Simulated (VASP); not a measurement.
# Ge3N4 (Fd-3m) in VASP: notebook

The runs below take Ge3N4 through relaxation of the atoms, with PBE.

Program: VASP 6.6.1. These are calculated values, not measurements. Logs are shortened: lines on timing, memory, paths and dates and some standing lists are left out, and cuts for length are marked.

### Step 1. The cell of the first run

Symmetry: Fd-3m, No. 227, cubic system. Conventional cell: a = 8.309 Å, b = 8.309 Å, c = 8.309 Å, α = 90.00°, β = 90.00°, γ = 90.00°. Ge (site symmetry -3m) has 6 N at 2.01 Å within 2.7 Å. Ge (site symmetry -43m) has 4 N at 1.92 Å within 2.5 Å. N (site symmetry 3m) has 4 Ge at 1.92 to 2.01 Å within 2.5 Å.

### Step 2. Relaxation of the atoms, PBE

Input file INCAR:

```
SYSTEM = Ge3N4
ALGO = Normal
EDIFF = 1E-7
EDIFFG = -0.02
ENCUT = 520
GGA = PE
GGA_COMPAT = .FALSE.
IBRION = 2
ISIF = 2
ISMEAR = -1
KPAR = 4
LASPH = .TRUE.
LCHARG = .FALSE.
LREAL = .FALSE.
LWAVE = .FALSE.
NELM = 120
NELMIN = 4
NSW = 80
PREC = Accurate
SIGMA = 0.02
```

Input file KPOINTS:

```
k-points
0
G
  6 6 6
  0 0 0
```

Input file POSCAR:

```
Ge3N4
1.0
    0.0000000000      4.1545500000      4.1545500000
    4.1545500000      0.0000000000      4.1545500000
    4.1545500000      4.1545500000      0.0000000000
Ge N
6 8
Direct
    0.1250000000      0.1250000000      0.1250000000
    0.6250000000      0.1250000000      0.1250000000
    0.1250000000      0.1250000000      0.6250000000
    0.1250000000      0.6250000000      0.1250000000
    0.5000000000      0.5000000000      0.5000000000
    0.7500000000      0.7500000000      0.7500000000
    0.8832000000      0.8832000000      0.8832000000
    0.8996000000      0.3668000000      0.3668000000
    0.8832000000      0.8832000000      0.3504000000
    0.3668000000      0.8996000000      0.3668000000
    0.3504000000      0.8832000000      0.8832000000
    0.3668000000      0.3668000000      0.3668000000
    0.8832000000      0.3504000000      0.8832000000
    0.3668000000      0.3668000000      0.8996000000
```

Potentials or basis: VASP PAW PBE potentials, release 64 (Ge_d, N).

Started as:

```sh
cat potpaw_PBE.64/Ge_d/POTCAR potpaw_PBE.64/N/POTCAR > POTCAR
mpirun -np 4 vasp_std > vasp.out
```

OUTCAR:

```text
SYSTEM = Ge3N4
   EDIFF = 1E-7
   EDIFFG = -0.02
   ENCUT = 520
   GGA = PE
   IBRION = 2
   ISIF = 2
   ISMEAR = -1
   LASPH = .TRUE.
   LREAL = .FALSE.
   NELM = 120
   NELMIN = 4
   NSW = 80
   PREC = Accurate

 ion  position               nearest neighbor table
   1  0.125  0.125  0.125-   8 2.01   9 2.01  10 2.01  11 2.01  13 2.01  14 2.01
   2  0.625  0.125  0.125-   7 2.01  12 2.01  10 2.01   9 2.01  13 2.01  14 2.01
   3  0.125  0.125  0.625-   7 2.01  12 2.01  10 2.01  11 2.01   8 2.01  13 2.01
   4  0.125  0.625  0.125-   7 2.01  12 2.01   9 2.01  11 2.01   8 2.01  14 2.01
   5  0.500  0.500  0.500-   8 1.92  10 1.92  14 1.92  12 1.92
   6  0.750  0.750  0.750-   9 1.92  11 1.92  13 1.92   7 1.92
   7  0.883  0.883  0.883-   6 1.92   3 2.01   4 2.01   2 2.01
   8  0.900  0.367  0.367-   5 1.92   1 2.01   4 2.01   3 2.01
   9  0.883  0.883  0.350-   6 1.92   1 2.01   4 2.01   2 2.01
  10  0.367  0.900  0.367-   5 1.92   1 2.01   3 2.01   2 2.01
  11  0.350  0.883  0.883-   6 1.92   1 2.01   4 2.01   3 2.01
  12  0.367  0.367  0.367-   5 1.92   3 2.01   4 2.01   2 2.01
  13  0.883  0.350  0.883-   6 1.92   1 2.01   3 2.01   2 2.01
  14  0.367  0.367  0.900-   5 1.92   1 2.01   4 2.01   2 2.01

  LATTYP: Found a face centered cubic cell.
 ALAT       =     8.3091000000

  Lattice vectors:

 A1 = (   0.0000000000,   4.1545500000,   4.1545500000)
 A2 = (   4.1545500000,   0.0000000000,   4.1545500000)
 A3 = (   4.1545500000,   4.1545500000,   0.0000000000)

Analysis of symmetry for initial positions (statically):
=====================================================================
 Subroutine PRICEL returns:
 Original cell was already a primitive cell.

 Routine SETGRP: Setting up the symmetry group for a
 face centered cubic supercell.

 Subroutine GETGRP returns: Found 48 space group operations
 (whereof 24 operations were pure point group operations)
 out of a pool of 48 trial point group operations.

The static configuration has the point symmetry T_d .
 The point group associated with its full space group is O_h .

Analysis of symmetry for dynamics (positions and initial velocities):
=====================================================================
 Subroutine PRICEL returns:
 Original cell was already a primitive cell.

 Routine SETGRP: Setting up the symmetry group for a
 face centered cubic supercell.

 Subroutine GETGRP returns: Found 48 space group operations
 (whereof 24 operations were pure point group operations)
 out of a pool of 48 trial point group operations.

The dynamic configuration has the point symmetry T_d .
 The point group associated with its full space group is O_h .

 Subroutine INISYM returns: Found 48 space group operations
 (whereof 24 operations are pure point group operations),
 and found     1 'primitive' translations

----------------------------------------------------------------------------------------

                                     Primitive cell

  volume of cell :     143.4174

  direct lattice vectors                    reciprocal lattice vectors
     0.000000000  4.154550000  4.154550000    -0.120349978  0.120349978  0.120349978
     4.154550000  0.000000000  4.154550000     0.120349978 -0.120349978  0.120349978
     4.154550000  4.154550000  0.000000000     0.120349978  0.120349978 -0.120349978

  length of vectors
     5.875420956  5.875420956  5.875420956     0.208452276  0.208452276  0.208452276

  position of ions in fractional coordinates (direct lattice)
     0.125000000  0.125000000  0.125000000
     0.625000000  0.125000000  0.125000000
     0.125000000  0.125000000  0.625000000
     0.125000000  0.625000000  0.125000000
     0.500000000  0.500000000  0.500000000
     0.750000000  0.750000000  0.750000000
     0.883200000  0.883200000  0.883200000
     0.899600000  0.366800000  0.366800000
     0.883200000  0.883200000  0.350400000
     0.366800000  0.899600000  0.366800000
     0.350400000  0.883200000  0.883200000
     0.366800000  0.366800000  0.366800000
     0.883200000  0.350400000  0.883200000
     0.366800000  0.366800000  0.899600000

  ion indices of the primitive-cell ions
   primitive index   ion index
                 1           1
                 2           2
                 3           3
                 4           4
                 5           5
                 6           6
                 7           7
                 8           8
                 9           9
                10          10
                11          11
                12          12
                13          13
                14          14

----------------------------------------------------------------------------------------

 KPOINTS: k-points

Automatic generation of k-mesh.
 Grid dimensions read from file:
 generate k-points for:    6    6    6

 Generating k-lattice:

  Cartesian coordinates                     Fractional coordinates (reciprocal lattice)
    -0.020058330  0.020058330  0.020058330     0.166666667  0.000000000  0.000000000
     0.020058330 -0.020058330  0.020058330     0.000000000  0.166666667  0.000000000
     0.020058330  0.020058330 -0.020058330     0.000000000  0.000000000  0.166666667

  Length of vectors
     0.034742046  0.034742046  0.034742046

  Shift w.r.t. Gamma in fractional coordinates (k-lattice)
     0.000000000  0.000000000  0.000000000

 Subroutine IBZKPT returns following result:
 ===========================================

 Found     16 irreducible k-points:

 Following reciprocal coordinates:
            Coordinates               Weight
  0.000000  0.000000  0.000000      1.000000
  0.166667  0.000000  0.000000      8.000000
  0.333333  0.000000  0.000000      8.000000
  0.500000  0.000000  0.000000      4.000000
  0.166667  0.166667  0.000000      6.000000
  0.333333  0.166667  0.000000     24.000000
[... 8 lines left out ...]
 -0.333333  0.333333  0.166667     24.000000
 -0.333333  0.500000  0.166667     12.000000
   k-points           NKPTS =     16   k-points in BZ     NKDIM =     16   number of bands    NBANDS=     74
   number of dos      NEDOS =    301   number of ions     NIONS =     14
   total plane-waves  NPLWV = 110592
   dimension x,y,z NGX =    48 NGY =   48 NGZ =   48
   dimension x,y,z NGXF=    96 NGYF=   96 NGZF=   96
   ions per type =               6   8
   NGX,Y,Z   is equivalent  to a cutoff of  13.58, 13.58, 13.58 a.u.
   NGXF,Y,Z  is equivalent  to a cutoff of  27.16, 27.16, 27.16 a.u.
 SYSTEM =  Ge3N4
   PREC   = accura    normal or accurate (medium, high low for compatibility)
   ISTART =      0    job   : 0-new  1-cont  2-samecut
   ICHARG =      2    charge: 1-file 2-atom 10-const
   ISPIN  =      1    spin polarized calculation?
   LNONCOLLINEAR =      F non collinear calculations
   LSORBIT =      F    spin-orbit coupling
   LASPH  =      T    aspherical Exc in radial PAW
   ENCUT  =  520.0 eV  38.22 Ry    6.18 a.u.  10.92 10.92 10.92*2*pi/ulx,y,z
   NELM   =    120;   NELMIN=  4; NELMDL= -5     # of ELM steps
   EDIFF  = 0.1E-06   stopping-criterion for ELM
   LREAL  =      F    real-space projection
   EDIFFG = -.2E-01   stopping-criterion for IOM
   NSW    =     80    number of steps for IOM
   IBRION =      2    ionic relax: 0-MD 1-quasi-New 2-CG
   NFREE  =      1    steps in history (QN), initial steepest desc. (CG)
   ISIF   =      2    stress and relaxation
   ISYM   =      2    0-nonsym 1-usesym 2-fastsym
   POTIM  = 0.5000    time-step for ionic-motion
   TEBEG  =    0.0;   TEEND  =   0.0 temperature during run
   PSTRESS=    0.0 pullay stress
   NELECT =     124.0000    total number of electrons
   NUPDOWN=      -1.0000    fix difference up-down
   EMIN   =  10.00;   EMAX   =-10.00  energy-range for DOS
   EFERMI =   0.00;   METHOD = LEGACY
   ISMEAR =    -1;   SIGMA  =   0.02  broadening in eV -4-tet -1-fermi 0-gaus
   EFERMI_NEDOS =   21; number of points for ismear=-14 and -15
   IALGO  =     38    algorithm
   IMIX   =      4    mixing-type and parameters
     AMIX     =   0.40;   BMIX     =  1.00
     AMIX_MAG =   1.60;   BMIX_MAG =  1.00
  volume/ion in A,a.u.               =      10.24        69.13
  Fermi-wavevector in a.u.,A,eV,Ry     =   1.559605  2.947227 33.094391  2.432369
  Thomas-Fermi vector in A             =   2.662939
   LORBIT       =      0    0 simple, 1 ext, 2 COOP (PROOUT), +10 PAW based schemes
   GGA     = PE    functional components
   LHFCALC =     F    Hartree Fock is set to
   AEXX    =    0.0000 exact exchange contribution
   IVDW    =     0    specifies the selected vdW correction
   LEPSILON=     F    determine dielectric tensor
   LRPA    =     F    only Hartree local field effects (RPA)
 conjugate gradient relaxation of ions
 non-spin polarized calculation
  energy-cutoff  :      520.00
  volume of cell :      143.42
 maximum number of plane-waves:      3892
 NGX is ok and might be reduce to    48
   NGX = 21   NGY = 21   NGZ = 21

 number of electron     123.9999946 magnetization

 Free energy of the ion-electron system (eV)
  ---------------------------------------------------
  ext. energy  EPLUGINS =         0.00000000
  ---------------------------------------------------
  free energy    TOTEN  =       -92.78912996 eV

  energy without entropy =      -92.78912996  energy(sigma->0) =      -92.78912996

 E-fermi :   7.4613     XC(G=0): -12.2522

 val. band max:        6.9729594770   @ k =   0.0000   0.0000   0.0000
 cond. band min:       8.8835678284   @ k =   0.0000   0.0000   0.0000
 fundamental gap:      1.9106083515
 Fermi energy:         7.4612626531

 k-point     1 :       0.0000    0.0000    0.0000
  band No.  band energies     occupation
      1     -17.3483      2.00000
      2     -17.3483      2.00000
      3     -17.3483      2.00000
      4     -17.3385      2.00000
      5     -17.3385      2.00000
      6     -17.3385      2.00000
[... 1221 lines left out ...]
     73      15.7000      0.00000
     74      15.7584      0.00000

------------------------ aborting loop because EDIFF is reached ----------------------------------------

  FORCE on cell =-STRESS in cart. coord.  units (eV):
  Direction    XX          YY          ZZ          XY          YZ          ZX
  --------------------------------------------------------------------------------------
  -------------------------------------------------------------------------------------
  Total        0.2115076      0.2115076      0.2115076      0.0000000      0.0000000     -0.0000000
  in kB        2.3628420      2.3628420      2.3628420      0.0000000      0.0000000     -0.0000000
  external PRESSURE =       2.3628420 kB  Pullay stress =       0.0000000 kB

 VOLUME and BASIS-vectors are now :
 -----------------------------------------------------------------------------
  energy-cutoff  :      520.00
  volume of cell :      143.42
      direct lattice vectors                 reciprocal lattice vectors
     0.000000000  4.154550000  4.154550000    -0.120349978  0.120349978  0.120349978
     4.154550000  0.000000000  4.154550000     0.120349978 -0.120349978  0.120349978
     4.154550000  4.154550000  0.000000000     0.120349978  0.120349978 -0.120349978

 POSITION                                       TOTAL-FORCE (eV/Angst)
 -----------------------------------------------------------------------------------
      1.03864      1.03864      1.03864        -0.000000     -0.000000     -0.000000
      1.03864      3.11591      3.11591        -0.000000     -0.000000     -0.000000
      3.11591      3.11591      1.03864        -0.000000     -0.000000     -0.000000
      3.11591      1.03864      3.11591        -0.000000     -0.000000     -0.000000
      4.15455      4.15455      4.15455        -0.000000     -0.000000     -0.000000
      6.23183      6.23183      6.23183        -0.000000     -0.000000     -0.000000
      7.33860      7.33860      7.33860        -0.003852     -0.003852     -0.003852
      3.04778      5.26132      5.26132         0.003852     -0.003852     -0.003852
      5.12505      5.12505      7.33860         0.003852      0.003852     -0.003852
      5.26132      3.04778      5.26132        -0.003852      0.003852     -0.003852
      7.33860      5.12505      5.12505        -0.003852      0.003852      0.003852
      3.04778      3.04778      3.04778         0.003852      0.003852      0.003852
      5.12505      7.33860      5.12505         0.003852     -0.003852      0.003852
      5.26132      5.26132      3.04778        -0.003852     -0.003852      0.003852
 -----------------------------------------------------------------------------------
    total drift:                                0.000000      0.000000      0.000000

  FREE ENERGIE OF THE ION-ELECTRON SYSTEM (eV)
  ---------------------------------------------------
  free  energy   TOTEN  =       -92.7891299614 eV

  energy  without entropy=      -92.7891299614  energy(sigma->0) =      -92.78912996

 reached required accuracy - stopping structural energy minimisation
```

It took 67 s on 4 MPI ranks of Intel Xeon Platinum 8488C (Sapphire Rapids), shared host; peak memory 0.37 GiB.

What came out:

| Quantity | Value |
| --- | --- |
| Free energy | -92.7891 eV |
| Pressure after relaxing | 0.2 GPa |
| Largest force after relaxing | 0.007 eV/Å |
| Band gap on the k mesh | 1.91 eV |

Forces in eV/Å, atoms in the order of the input:
```
Ge   0.000  0.000  0.000
Ge   0.000  0.000  0.000
Ge   0.000  0.000  0.000
Ge   0.000  0.000  0.000
Ge   0.000  0.000  0.000
Ge   0.000  0.000  0.000
N   -0.004 -0.004 -0.004
N    0.004 -0.004 -0.004
N    0.004  0.004 -0.004
N   -0.004  0.004 -0.004
N   -0.004  0.004  0.004
N    0.004  0.004  0.004
N    0.004 -0.004  0.004
N   -0.004 -0.004  0.004
```

Final structure:
```
Ge N
1.0
     0.00000    4.15455    4.15455
     4.15455    0.00000    4.15455
     4.15455    4.15455    0.00000
Ge N
6 8
Cartesian
  1.0386 1.0386 1.0386
  1.0386 3.1159 3.1159
  3.1159 3.1159 1.0386
  3.1159 1.0386 3.1159
  4.1546 4.1546 4.1546
  6.2318 6.2318 6.2318
  7.3386 7.3386 7.3386
  3.0478 5.2613 5.2613
  5.1251 5.1251 7.3386
  5.2613 3.0478 5.2613
  7.3386 5.1251 5.1251
  3.0478 3.0478 3.0478
  5.1251 7.3386 5.1251
  5.2613 5.2613 3.0478
```

Caveat: the relaxation stopped at its first step, so nothing moved. PBE gaps usually lie below the measured ones, often by a third to a half.

### Step 3. Relaxation of the atoms, PBE (9.63 Å³/atom)

This run uses another cell than the first one, of 9.63 Å³/atom.

Input file INCAR:

```
SYSTEM = Ge3N4
PREC = Accurate ; ENCUT = 520
EDIFF = 1E-7 ; ISMEAR = -1
SIGMA = 0.02 ; LREAL = .False.
LASPH = .True. ; NELM = 120
ALGO = Normal ; ISIF = 2
LWAVE = .False. ; LCHARG = .False.
GGA = PE ; IBRION = 2
NSW = 80 ; EDIFFG = -0.02
GGA_COMPAT = .False. ; NELMIN = 4
KPAR = 4
```

Input file KPOINTS:

```
Automatic mesh
0
Gamma
  6 6 6
  0 0 0
```

Changes to POSCAR since step 2:

```diff
@@ -2,5 +2,5 @@
 1.0
-    0.0000000000      4.1545500000      4.1545500000
-    4.1545500000      0.0000000000      4.1545500000
-    4.1545500000      4.1545500000      0.0000000000
+    0.0000000000      4.0697394680      4.0697394680
+    4.0697394680      0.0000000000      4.0697394680
+    4.0697394680      4.0697394680      0.0000000000
 Ge N
```

Potentials or basis: VASP PAW PBE potentials, release 64 (Ge_d, N).

Started as:

```sh
cat potpaw_PBE.64/Ge_d/POTCAR potpaw_PBE.64/N/POTCAR > POTCAR
mpirun -np 4 vasp_std > vasp.out
```

Wall time 2 min (4 MPI ranks of AMD EPYC 7R13 (Zen 3), shared host); peak memory 0.38 GiB.

Results (log left out):

- Free energy: -92.3820 eV
- Energy gained by relaxing: 0.6 meV/atom
- Ionic steps: 3
- Pressure after relaxing: 15.5 GPa
- Band gap on the k mesh: 2.35 eV (least direct gap 2.36 eV)

The path:
| step | energy change (eV) | largest force (eV/Å) | pressure (GPa) |
| --- | --- | --- | --- |
| 1 | 0.0000 | 0.2842 | 15.78 |
| 2 | -0.0015 | 0.2587 | 15.24 |
| 3 | -0.0083 | 0.0008 | 15.47 |

Final structure:
```
Ge N
1.0
     0.00000    4.06974    4.06974
     4.06974    0.00000    4.06974
     4.06974    4.06974    0.00000
Ge N
6 8
Direct
  0.12500 0.12500 0.12500
  0.62500 0.12500 0.12500
  0.12500 0.12500 0.62500
  0.12500 0.62500 0.12500
  0.50000 0.50000 0.50000
  0.75000 0.75000 0.75000
  0.88269 0.88269 0.88269
  0.89806 0.36731 0.36731
  0.88269 0.88269 0.35194
  0.36731 0.89806 0.36731
  0.35194 0.88269 0.88269
  0.36731 0.36731 0.36731
  0.88269 0.35194 0.88269
  0.36731 0.36731 0.89806
```

Levels at points of the mesh, in eV from the valence-band top:
| k point | band 59 | band 60 | band 61 | band 62 | band 63 | band 64 | band 65 | band 66 |
| --- | --- | --- | --- | --- | --- | --- | --- | --- |
| (0.00, 0.00, 0.00) | -0.30 | -0.01 | -0.01 | -0.01 | 2.35 | 2.35 | 2.35 | 2.71 |
| (0.50, 0.00, 0.00) | -0.70 | -0.62 | -0.09 | -0.09 | 3.96 | 4.21 | 5.15 | 5.15 |
| (0.50, 0.50, 0.00) | -0.99 | -0.99 | -0.17 | -0.17 | 5.27 | 5.27 | 5.93 | 5.93 |

A k mesh can miss the band edges.
